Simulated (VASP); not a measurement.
# TaAs (Fm-3m) in VASP: elastic constants with PBEsol

Aim: the elastic constants of TaAs with PBEsol.

Everything below comes from runs of VASP 6.6.1. Logs are shortened: lines on timing, memory, paths and dates and some standing lists are left out, and cuts for length are marked.

## 1. The cell of the first run

Symmetry: Fm-3m, No. 225, cubic system. Conventional cell: a = 5.203 Å, b = 5.203 Å, c = 5.203 Å, α = 90.00°, β = 90.00°, γ = 90.00°. Within 3.4 Å of Ta (site symmetry m-3m) lie 6 As at 2.60 Å. Within 3.4 Å of As (site symmetry m-3m) lie 6 Ta at 2.60 Å.

## 2. Elastic constants, PBEsol

Contents of INCAR:

```
SYSTEM = TaAs
PREC     = Accurate       ! precision mode
ENCUT    = 600            ! plane-wave cutoff, eV
EDIFF    = 1E-8           ! SCF threshold, eV
ISMEAR   = 0              ! smearing method
SIGMA    = 0.05           ! smearing width, eV
LREAL    = .False.        ! projectors in reciprocal space
LASPH    = .True.         ! aspherical terms in the spheres
NELM     = 100            ! most SCF steps
ALGO     = Normal         ! electronic algorithm
ISIF     = 3              ! what is computed and relaxed
LWAVE    = .False.        ! write WAVECAR
LCHARG   = .False.        ! write CHGCAR
GGA      = PS             ! functional
IBRION   = 6              ! ionic algorithm
NFREE    = 2            
POTIM    = 0.015          ! step
NSW      = 1              ! ionic steps
```

Contents of KPOINTS:

```
regular mesh
0
Gamma
  10 10 10
  0 0 0
```

Contents of POSCAR:

```
TaAs
1.0
    0.0000000000      2.6016369085      2.6016369085
    2.6016369085      0.0000000000      2.6016369085
    2.6016369085      2.6016369085      0.0000000000
Ta As
1 1
Direct
    0.5000000000      0.5000000000      0.5000000000
    0.0000000000      0.0000000000      0.0000000000
```

Potentials or basis: VASP PAW PBE potentials, release 64 (Ta_pv, As).

On the command line:

```
$ cat potpaw_PBE.64/Ta_pv/POTCAR potpaw_PBE.64/As/POTCAR > POTCAR
$ mpirun -np 1 vasp_std > vasp.out
```

OUTCAR:

```text
SYSTEM = TaAs
   PREC = Accurate
   ENCUT = 600
   EDIFF = 1E-8
   ISMEAR = 0
   LREAL = .False.
   LASPH = .True.
   NELM = 100
   ISIF = 3
   GGA = PS
   IBRION = 6
   NFREE = 2
   POTIM = 0.015
   NSW = 1

 ion  position               nearest neighbor table
   1  0.500  0.500  0.500-   2 2.60   2 2.60   2 2.60   2 2.60   2 2.60   2 2.60
   2  0.000  0.000  0.000-   1 2.60   1 2.60   1 2.60   1 2.60   1 2.60   1 2.60

  LATTYP: Found a face centered cubic cell.
 ALAT       =     5.2032738170

  Lattice vectors:

 A1 = (   0.0000000000,   2.6016369085,   2.6016369085)
 A2 = (   2.6016369085,   0.0000000000,   2.6016369085)
 A3 = (   2.6016369085,   2.6016369085,   0.0000000000)

Analysis of symmetry for initial positions (statically):
=====================================================================
 Subroutine PRICEL returns:
 Original cell was already a primitive cell.

 Routine SETGRP: Setting up the symmetry group for a
 face centered cubic supercell.

 Subroutine GETGRP returns: Found 48 space group operations
 (whereof 48 operations were pure point group operations)
 out of a pool of 48 trial point group operations.

The static configuration has the point symmetry O_h .

Analysis of symmetry for dynamics (positions and initial velocities):
=====================================================================
 Subroutine PRICEL returns:
 Original cell was already a primitive cell.

 Routine SETGRP: Setting up the symmetry group for a
 face centered cubic supercell.

 Subroutine GETGRP returns: Found 48 space group operations
 (whereof 48 operations were pure point group operations)
 out of a pool of 48 trial point group operations.

The dynamic configuration has the point symmetry O_h .

 Subroutine INISYM returns: Found 48 space group operations
 (whereof 48 operations are pure point group operations),
 and found     1 'primitive' translations

----------------------------------------------------------------------------------------

                                     Primitive cell

  volume of cell :      35.2184

  direct lattice vectors                    reciprocal lattice vectors
     0.000000000  2.601636909  2.601636909    -0.192186695  0.192186695  0.192186695
     2.601636909  0.000000000  2.601636909     0.192186695 -0.192186695  0.192186695
     2.601636909  2.601636909  0.000000000     0.192186695  0.192186695 -0.192186695

  length of vectors
     3.679270200  3.679270200  3.679270200     0.332877121  0.332877121  0.332877121

  position of ions in fractional coordinates (direct lattice)
     0.500000000  0.500000000  0.500000000
     0.000000000  0.000000000  0.000000000

  ion indices of the primitive-cell ions
   primitive index   ion index
                 1           1
                 2           2

----------------------------------------------------------------------------------------

 KPOINTS: regular mesh

Automatic generation of k-mesh.
 Grid dimensions read from file:
 generate k-points for:   10   10   10

 Generating k-lattice:

[... 114 lines left out ...]

  FORCE on cell =-STRESS in cart. coord.  units (eV):
  Direction    XX          YY          ZZ          XY          YZ          ZX
  --------------------------------------------------------------------------------------
  -------------------------------------------------------------------------------------
  Total        0.1464306      0.1464306      0.1464306     -0.0000000      0.0000000     -0.0000000
  in kB        6.6615075      6.6615075      6.6615075     -0.0000000      0.0000000     -0.0000000
  external PRESSURE =       6.6615075 kB  Pullay stress =       0.0000000 kB
[... 89 lines left out ...]
  FREE ENERGIE OF THE ION-ELECTRON SYSTEM (eV)
  ---------------------------------------------------
  free  energy   TOTEN  =       -17.6782029830 eV

  energy  without entropy=      -17.6770103551  energy(sigma->0) =      -17.67760667

[... ionic steps 4 to 14 ...]

--------------------------------------- Ionic step       15  -------------------------------------------

 number of electron      16.0000000 magnetization

------------------------ aborting loop because EDIFF is reached ----------------------------------------
[... 67 lines left out ...]
--------------------------------------- Ionic step       17  -------------------------------------------

 number of electron      16.0000001 magnetization

 Free energy of the ion-electron system (eV)
  ---------------------------------------------------
  ext. energy  EPLUGINS =         0.00000000
  ---------------------------------------------------
  free energy    TOTEN  =       -17.69066787 eV

  energy without entropy =      -17.68949336  energy(sigma->0) =      -17.69008062

 E-fermi :   7.4132     XC(G=0): -11.9330

 val. band max:        7.3882260988   @ k =  -0.3000   0.2000   0.0000
 cond. band min:       7.4426973075   @ k =  -0.3000   0.4000   0.2000
 fundamental gap:      0.0544712087
 Fermi energy:         7.4132290866

 k-point     1 :       0.0000    0.0000    0.0000
  band No.  band energies     occupation
      1     -28.0342      2.00000
      2     -28.0341      2.00000
      3     -28.0341      2.00000
      4      -7.0737      2.00000
      5       5.7149      2.00000
      6       5.7149      2.00000
      7       5.7189      2.00000
      8       6.4873      2.00000
      9       6.5046      2.00000
     10       7.0198      2.00000
     11       7.0198      2.00000
     12       7.0339      2.00000
[... 331 lines left out ...]
 k-point    24 :       0.4000    0.3000    0.0000
  band No.  band energies     occupation
      1     -28.1398      2.00000
      2     -28.0782      2.00000
      3     -28.0740      2.00000
      4      -5.2358      2.00000
      5       1.2647      2.00000
      6       3.4486      2.00000
      7       4.3842      2.00000
      8       5.2019      2.00000
      9       7.8354      0.00000
     10       9.1341      0.00000
     11       9.5649      0.00000
     12      11.0879      0.00000

 [... further k-points ...]

------------------------ aborting loop because EDIFF is reached ----------------------------------------

  FORCE on cell =-STRESS in cart. coord.  units (eV):
  Direction    XX          YY          ZZ          XY          YZ          ZX
  --------------------------------------------------------------------------------------
  -------------------------------------------------------------------------------------
  Total        0.1617011      0.1451956      0.1451956     -0.0000000      0.0000000      0.0000000
  in kB        7.3561981      6.6053208      6.6053208     -0.0000000      0.0000000      0.0000000
  external PRESSURE =       6.8556132 kB  Pullay stress =       0.0000000 kB
[... 17 lines left out ...]
  FREE ENERGIE OF THE ION-ELECTRON SYSTEM (eV)
  ---------------------------------------------------
  free  energy   TOTEN  =       -17.6906678688 eV

  energy  without entropy=      -17.6894933612  energy(sigma->0) =      -17.69008062

 INTERNAL STRAIN TENSORS FROM STRAINED CELLS
 ============================================

 INTERNAL STRAIN TENSOR FOR ION    1 for displacements in x,y,z  (eV/Angst):
          X           Y           Z          XY          YZ          ZX
  --------------------------------------------------------------------------------
  x     0.00000     0.00000    -0.00000     0.00000     0.00000     0.00000
  y    -0.00000     0.00000     0.00000     0.00000    -0.00000     0.00000
  z    -0.00000    -0.00000    -0.00000     0.00000     0.00000     0.00000

 INTERNAL STRAIN TENSORS FROM DISPLACED ATOMS
 ============================================

 INTERNAL STRAIN TENSOR FOR ION    1 for displacements in x,y,z  (eV/Angst):
          X           Y           Z          XY          YZ          ZX
  --------------------------------------------------------------------------------
  x     0.00000     0.00000     0.00000     0.00000     0.00000     0.00000
  y     0.00000     0.00000     0.00000     0.00000     0.00000     0.00000
  z     0.00000     0.00000     0.00000     0.00000     0.00000     0.00000

 INTERNAL STRAIN TENSOR FOR ION    2 for displacements in x,y,z  (eV/Angst):
          X           Y           Z          XY          YZ          ZX
  --------------------------------------------------------------------------------
  x     0.00000     0.00000     0.00000     0.00000     0.00000     0.00000
  y     0.00000     0.00000     0.00000     0.00000     0.00000     0.00000
  z     0.00000     0.00000     0.00000     0.00000     0.00000     0.00000

 Eigenvectors and eigenvalues of the dynamical matrix
 ----------------------------------------------------

   1 f  =    5.971569 THz    37.520473 2PiTHz  199.190093 cm-1    24.696413 meV
             X         Y         Z           dx          dy          dz
      2.601637  2.601637  2.601637     0.000000    0.541239    0.000000
      0.000000  0.000000  0.000000     0.000000   -0.840869    0.000000
[... 21 lines left out ...]
   6 f/i=    0.000835 THz     0.005245 2PiTHz    0.027847 cm-1     0.003453 meV
             X         Y         Z           dx          dy          dz
      2.601637  2.601637  2.601637     0.000000    0.000000    0.840869
      0.000000  0.000000  0.000000     0.000000    0.000000    0.541239

--------------------------------------------------------------------------------------------------------

 ELASTIC MODULI CONTR FROM IONIC RELAXATION (kBar)
 Direction    XX          YY          ZZ          XY          YZ          ZX
 --------------------------------------------------------------------------------
 XX           0.0000      0.0000      0.0000      0.0000      0.0000      0.0000
 YY           0.0000      0.0000      0.0000      0.0000      0.0000      0.0000
 ZZ           0.0000      0.0000      0.0000      0.0000      0.0000      0.0000
 XY           0.0000      0.0000      0.0000      0.0000      0.0000      0.0000
 YZ           0.0000      0.0000      0.0000      0.0000      0.0000      0.0000
 ZX           0.0000      0.0000      0.0000      0.0000      0.0000      0.0000
 --------------------------------------------------------------------------------

 TOTAL ELASTIC MODULI (kBar)
 Direction    XX          YY          ZZ          XY          YZ          ZX
 --------------------------------------------------------------------------------
 XX        4189.9766    504.3358    504.3358      0.0000      0.0000      0.0000
 YY         504.3358   4189.9766    504.3358     -0.0000     -0.0000      0.0000
 ZZ         504.3358    504.3358   4189.9766      0.0000      0.0000      0.0000
 XY           0.0000     -0.0000      0.0000    308.3797      0.0000      0.0000
 YZ           0.0000     -0.0000      0.0000      0.0000    308.3797      0.0000
 ZX           0.0000      0.0000      0.0000      0.0000      0.0000    308.3797
 --------------------------------------------------------------------------------
```

Wall time 13 min (1 thread of Intel Xeon Platinum 8488C (Sapphire Rapids), shared host); peak memory 0.41 GiB.

Results:

```
Elastic constants C11, C12, C44                         : 419, 50, 31 GPa
Voigt bulk modulus                                      : 173 GPa
Highest phonon frequency at Γ, LO-TO splitting left out : 199 cm⁻¹
```

Phonon frequencies in cm⁻¹ (negative: imaginary):
```tsv
q point	frequencies
(0.000, 0.000, 0.000)	0 0 0 199 199 199
```

Elastic tensor in Voigt notation (GPa, in the Cartesian axes of the cell as first typed):
```
419  50  50   0   0   0
 50 419  50   0   0   0
 50  50 419   0   0   0
  0   0   0  31   0   0
  0   0   0   0  31   0
  0   0   0   0   0  31
```

Clamped-ion elastic tensor (GPa):
```
419  50  50   0   0   0
 50 419  50   0   0   0
 50  50 419   0   0   0
  0   0   0  31   0   0
  0   0   0   0  31   0
  0   0   0   0   0  31
```

Caveat: the PAW data sets were made with another functional, which shifts forces and pressure a little; spin-orbit coupling is left out, which moves the levels of the heavy elements.
